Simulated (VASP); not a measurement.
# Ir (Pm-3m) in VASP: further runs, part 2 of 2

VASP 6.6.1.

### 3 Single point, LDA

This run uses another cell than the first one, of 16.16 Å³/atom.

INCAR reads:

```
  PREC = Accurate
  ENCUT = 560
  EDIFF = 1E-6
  ISMEAR = -1
  SIGMA = 0.1
  LREAL = F
  LASPH = T
  NELM = 120
  ALGO = Normal
  ISIF = 2
  LWAVE = F
  LCHARG = F
  GGA = CA
  NBANDS = 14
  GGA_COMPAT = F
```

KPOINTS reads:

```
Automatic mesh
0
Gamma
  13 13 13
```

POSCAR reads:

```
Ir
1.0
    2.5280435852      0.0000000000      0.0000000000
    0.0000000000      2.5280435852      0.0000000000
    0.0000000000      0.0000000000      2.5280435852
Ir
1
Direct
    0.0000000000      0.0000000000      0.0000000000
```

Potentials or basis: VASP PAW LDA potentials, release 64 (Ir_sv_GW).

Launch:

```console
$ cat potpaw_LDA.64/Ir_sv_GW/POTCAR > POTCAR
$ mpirun -np 1 vasp_std > vasp.out
```

OUTCAR:

```text
PREC = Accurate
   ENCUT = 560
   EDIFF = 1E-6
   ISMEAR = -1
   LREAL = F
   LASPH = T
   NELM = 120
   ISIF = 2
   GGA = CA

 ion  position               nearest neighbor table
   1  0.000  0.000  0.000-

  LATTYP: Found a simple cubic cell.
 ALAT       =     2.5280435852

  Lattice vectors:

 A1 = (   2.5280435852,   0.0000000000,   0.0000000000)
 A2 = (   0.0000000000,   2.5280435852,   0.0000000000)
 A3 = (   0.0000000000,   0.0000000000,   2.5280435852)

Analysis of symmetry for initial positions (statically):
=====================================================================
 Subroutine PRICEL returns:
 Original cell was already a primitive cell.

 Routine SETGRP: Setting up the symmetry group for a
 simple cubic supercell.

 Subroutine GETGRP returns: Found 48 space group operations
 (whereof 48 operations were pure point group operations)
 out of a pool of 48 trial point group operations.

The static configuration has the point symmetry O_h .

Analysis of symmetry for dynamics (positions and initial velocities):
=====================================================================
 Subroutine PRICEL returns:
[... 160 lines left out ...]
 Fermi energy:        10.0516711955

 k-point     1 :       0.0000    0.0000    0.0000
  band No.  band energies     occupation
      1     -81.8804      2.00000
      2     -38.5412      2.00000
      3     -38.5412      2.00000
      4     -38.5412      2.00000
      5       0.5686      2.00000
      6       3.7155      2.00000
      7       3.7155      2.00000
      8      11.5055      0.00000
      9      11.5055      0.00000
     10      11.5055      0.00000
     11      25.6844      0.00000
     12      25.6844      0.00000
     13      25.6844      0.00000
     14      32.2429      0.00000
[... 377 lines left out ...]
      1     -81.7914      2.00000
      2     -39.2349      2.00000
      3     -39.0531      2.00000
      4     -38.4276      2.00000
      5       4.2583      2.00000
      6       4.7691      2.00000
      7       8.7324      2.00000
      8       9.1759      1.99969
      9       9.7859      1.86898
     10      11.0193      0.00013
     11      18.4253      0.00000
     12      23.3470      0.00000
     13      27.6848      0.00000
     14      31.7336      0.00000

 [... further k-points ...]
[... 5 lines left out ...]
  --------------------------------------------------------------------------------------
  -------------------------------------------------------------------------------------
  Total       -0.0545208     -0.0545208     -0.0545208     -0.0000000     -0.0000000     -0.0000000
  in kB       -5.4065412     -5.4065412     -5.4065412     -0.0000000     -0.0000000     -0.0000000
  external PRESSURE =      -5.4065412 kB  Pullay stress =       0.0000000 kB

 VOLUME and BASIS-vectors are now :
 -----------------------------------------------------------------------------
  energy-cutoff  :      560.00
  volume of cell :       16.16
      direct lattice vectors                 reciprocal lattice vectors
     2.528043585  0.000000000  0.000000000     0.395562800  0.000000000  0.000000000
     0.000000000  2.528043585  0.000000000     0.000000000  0.395562800  0.000000000
     0.000000000  0.000000000  2.528043585     0.000000000  0.000000000  0.395562800

 POSITION                                       TOTAL-FORCE (eV/Angst)
 -----------------------------------------------------------------------------------
      0.00000      0.00000      0.00000         0.000000      0.000000      0.000000
 -----------------------------------------------------------------------------------
    total drift:                               -0.000000      0.000000      0.000000

  FREE ENERGIE OF THE ION-ELECTRON SYSTEM (eV)
  ---------------------------------------------------
  free  energy   TOTEN  =        -9.8358478724 eV

  energy  without entropy=       -9.7850108843  energy(sigma->0) =       -9.81042938
```

OSZICAR:

```text
N       E                     dE             d eps       ncg     rms          rms(c)
DAV:   1     0.119125332498E+03    0.11913E+03   -0.11788E+04  2432   0.131E+03
DAV:   2    -0.900446760938E+01   -0.12813E+03   -0.12224E+03  2892   0.398E+02
DAV:   3    -0.109262825470E+02   -0.19218E+01   -0.19099E+01  2688   0.464E+01
DAV:   4    -0.109302020814E+02   -0.39195E-02   -0.39193E-02  2892   0.240E+00
DAV:   5    -0.109302121837E+02   -0.10102E-04   -0.10102E-04  2730   0.114E-01    0.820E+01
DAV:   6    -0.989877896582E+01    0.10314E+01   -0.15430E+00  2454   0.125E+01    0.429E+01
DAV:   7    -0.985125431954E+01    0.47525E-01   -0.29712E-01  2760   0.507E+00    0.899E+00
DAV:   8    -0.983616380267E+01    0.15091E-01   -0.59665E-02  2400   0.290E+00    0.755E-01
DAV:   9    -0.983595548393E+01    0.20832E-03   -0.79964E-04  2730   0.377E-01    0.427E-01
DAV:  10    -0.983584989745E+01    0.10559E-03   -0.24657E-04  2634   0.224E-01    0.276E-01
DAV:  11    -0.983584799882E+01    0.18986E-05   -0.43506E-06  2832   0.270E-02    0.826E-02
DAV:  12    -0.983584787236E+01    0.12645E-06   -0.20813E-07  1362   0.514E-03
   1 F= -.98358479E+01 E0= -.98104294E+01  d E =-.508370E-01
```

stdout:

```text
POSCAR found type information on POSCAR Ir
 POSCAR found :  1 types and       1 ions
 scaLAPACK will be used
 LDA part: xc-table for (Slater(with rela. corr.)+CA(PZ))
 , standard interpolation
 POSCAR, INCAR and KPOINTS ok, starting setup
 FFT: planning ... GRIDC
 FFT: planning ... GRID_SOFT
 FFT: planning ... GRID
 WAVECAR not read
 entering main loop
```

It took 6.6 s on 1 thread of Intel Xeon 6975P-C (Granite Rapids), shared host; peak memory 0.13 GiB.

Results:

```
Free energy            : -9.8358 eV
Pressure               : -0.5 GPa
Band gap on the k mesh : zero (an odd number of electrons rules out a gap without spin polarisation)
```

Caveat: spin-orbit coupling is left out, which moves the levels of the heavy elements.

### 4 Single point, LDA (16.16 Å³/atom)

This run uses another cell than the first one, of 16.16 Å³/atom.

INCAR reads:

```
PREC = Accurate ; ENCUT = 560
EDIFF = 1E-6 ; ISMEAR = -1
SIGMA = 0.1 ; LREAL = False
LASPH = True ; NELM = 120
ALGO = Normal ; ISIF = 2
LWAVE = False ; LCHARG = False
NBANDS = 14 ; GGA_COMPAT = False
```

KPOINTS reads:

```
Automatic mesh
0
Gamma
  14 14 14
```

POSCAR is that of step 3.

Launch:

```console
$ cat potpaw_LDA.64/Ir_sv_GW/POTCAR > POTCAR
$ mpirun -np 1 vasp_std > vasp.out
```

Run time: 15 s. Hardware: 1 thread of Intel Xeon Platinum 8559C (Emerald Rapids), shared host; peak memory 0.14 GiB.

Results (log left out):

```yaml
Free_energy: -9.8446 eV
Pressure: -1.1 GPa
Band_gap_on_the_k_mesh: zero (an odd number of electrons rules out a gap without spin polarisation)
```

Levels at points of the mesh, in eV from the Fermi level:
```
           k point  band 6  band 7  band 8  band 9  band 10  band 11
(0.00, 0.00, 0.00)   -6.39   -6.39    1.41    1.41     1.41    15.59
(0.50, 0.00, 0.00)   -5.62   -1.58   -1.58   -1.04     1.71     6.30
(0.50, 0.50, 0.00)   -5.00   -1.01   -1.01    3.61     4.58     4.58
(0.50, 0.50, 0.50)   -5.55   -5.55    3.82    3.82     8.91    11.11
```

Caveat: spin-orbit coupling is left out, which moves the levels of the heavy elements.

### 5 Single point, LDA (16.80 Å³/atom)

This run uses another cell than the first one, of 16.80 Å³/atom.

INCAR reads:

```
  PREC = Accurate
  ENCUT = 560
  EDIFF = 1E-6
  ISMEAR = -1
  SIGMA = 0.1
  LREAL = False
  LASPH = True
  NELM = 120
  ALGO = Normal
  ISIF = 2
  LWAVE = False
  LCHARG = False
  NBANDS = 14
  GGA_COMPAT = False
```

KPOINTS reads:

```
regular mesh
0
Gamma
  14 14 14
```

POSCAR reads:

```
Ir
1.0
    2.5613111316      0.0000000000      0.0000000000
    0.0000000000      2.5613111316      0.0000000000
    0.0000000000      0.0000000000      2.5613111316
Ir
1
Direct
    0.0000000000      0.0000000000      0.0000000000
```

Launch:

```console
$ cat potpaw_LDA.64/Ir_sv_GW/POTCAR > POTCAR
$ mpirun -np 1 vasp_std > vasp.out
```

It took 12 s on 1 thread of Intel Xeon Platinum 8488C (Sapphire Rapids), shared host; peak memory 0.14 GiB.

It converged, with:

| Item | Value |
| --- | --- |
| Free energy | -9.8249 eV |
| Pressure | -11.3 GPa |
| Band gap on the k mesh | zero (an odd number of electrons rules out a gap without spin polarisation) |

Levels at points of the mesh, in eV from the Fermi level:
```tsv
k point	band 5	band 6	band 7	band 8	band 9	band 10	band 11	band 12
(0.00, 0.00, 0.00)	-9.18	-6.05	-6.05	1.31	1.31	1.31	15.35	15.35
(0.50, 0.00, 0.00)	-6.23	-5.33	-1.48	-1.48	-0.91	1.59	5.95	15.75
(0.50, 0.50, 0.00)	-6.48	-4.77	-0.96	-0.96	3.38	4.51	4.51	11.44
(0.50, 0.50, 0.50)	-5.23	-5.23	-5.23	3.57	3.57	9.07	10.75	10.75
```

Caveat: the cell stands under tension; spin-orbit coupling is left out, which moves the levels of the heavy elements.

### 6 Overview

| cell | k mesh | gap on the mesh (eV) | pressure (GPa) |
| --- | --- | --- | --- |
| a = 2.594 Å, 1 atom | 14 × 14 × 14 | none | -19.4 |
| a = 2.528 Å, 1 atom | 13 × 13 × 13 | none | -0.5 |
| a = 2.528 Å, 1 atom | 14 × 14 × 14 | none | -1.1 |
| a = 2.561 Å, 1 atom | 14 × 14 × 14 | none | -11.3 |

Alike in all rows: task single point; level LDA; potentials or basis VASP PAW LDA potentials, release 64 (Ir_sv_GW); no spin polarisation; cutoff (eV) 560; smearing fermi-dirac 0.1 eV.

Caveats: spin-orbit coupling is left out, which moves the levels of the heavy elements; the cell stands under tension (at least some runs).

Total energies depend on the potentials used, so only differences within one code and one set of settings carry meaning.
